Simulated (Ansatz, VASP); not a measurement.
**PbS in VASP and in Ansatz**

```xyz
4
Lattice="2.9839 -2.9829 0.0000 2.9839 2.9829 0.0000 -1.0987 0.0000 11.1678" Properties=species:S:1:pos:R:3 pbc="T T T"
Pb    0.9419    0.0000    4.1568
Pb    3.9271    0.0000    7.0110
S     3.9253    0.0000    4.3525
S     0.9437    0.0000    6.8154
```

Alike in both runs: task single point; functional LDA; k mesh 4 × 4 × 2; occupations gaussian, width 0.1 eV; no spin polarisation.

|  | VASP | Ansatz |
| --- | --- | --- |
| version | VASP 6.6.1 | Ansatz 0.2.0 |
| potentials or method | VASP PAW LDA potentials, release 64 (Pb_d, S), cutoff 520 eV | scalar-relativistic, plane waves, PAW |
| valence electrons in the cell | 40 | 40 |

```csv
,VASP,Ansatz,Ansatz less VASP
gap on the k mesh at the Fermi level (eV),2.01,2.01,-0.002
least direct gap on the mesh (eV),2.01,2.01,-0.002
rms of the force components (eV/Å),0.134,0.139,+0.0051
```

LDA's correlation is that of Perdew and Zunger in VASP and of Perdew and Wang (1992) in Ansatz. Atom by atom the forces differ by 0.005 eV/Å (rms over components).

Spin-orbit coupling is off throughout.
